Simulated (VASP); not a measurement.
# F2: single point with LDA

F2, in a box:

```
F
1.0
     9.00000    0.00000    0.00000
     0.00000    9.50000    0.00000
     0.00000    0.00000   10.00000
F
2
Direct
  0.50000 0.50000 0.43080
  0.50000 0.50000 0.56920
```

* Program: VASP 6.6.1
* Task: single point
* Functional: LDA
* Potentials or basis: VASP PAW LDA potentials, release 64 (F_h)
* Cutoff: 1010 eV
* k mesh: 1 × 1 × 1
* Occupations: fermi-dirac, width 0.02 eV
* Spin: no spin polarisation
* Dipole correction: no
* Further INCAR settings: ALGO = Normal; EDIFF = 1e-06; NBANDS = 14; NELMDL = -8

* Largest force: 0.124 eV/Å
* Gap between the frontier levels: 3.79 eV

Forces in eV/Å, atoms in the order of the input:
```
F    0.000  0.000 -0.124
F    0.000  0.000  0.124
```

Levels at points of the mesh, in eV from the valence-band top:
| k point | band 5 | band 6 | band 7 | band 8 | band 9 | band 10 |
| --- | --- | --- | --- | --- | --- | --- |
| (0.00, 0.00, 0.00) | -3.72 | 0.00 | 0.00 | 3.79 | 9.10 | 10.59 |

Run time: 52 s on 1 thread of Intel(R) Xeon(R) 6975P-C (Granite Rapids), on a shared host, peak memory 0.97 GiB.
